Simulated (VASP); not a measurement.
Crystal: CuO.

```
CELL_PARAMETERS angstrom
0.00000 2.32725 2.32725
2.32725 0.00000 2.32725
2.32725 2.32725 0.00000
ATOMIC_POSITIONS crystal
Cu 0.00000 0.00000 0.00000
O 0.25000 0.25000 0.25000
```

Base run:

```yaml
Program: VASP 6.6.1
Functional: PBE
Potentials_or_basis: VASP PAW PBE potentials, release 64 (Cu, O)
Cutoff: 520 eV
k_mesh: 7 × 7 × 7
Occupations: gaussian, width 0.05 eV
Spin: collinear spin, ferromagnetic start
Starting_moments: "[0.09, 0.05] μB"
```

Its results: pressure -9.3 GPa; net moment 0.13 μB per cell; site moments Cu +0.08; O +0.04 μB.

The run is repeated on the same cell with these changes: moments at the start from [0.09, 0.05] to [0.44, 0.25]. What comes out?

Pressure -8.7 GPa; net moment 0.64 μB per cell; site moments Cu +0.39; O +0.22 μB.

Caveats: a cell with one magnetic atom can't hold antiferromagnetic order, which such compounds often take (some runs).
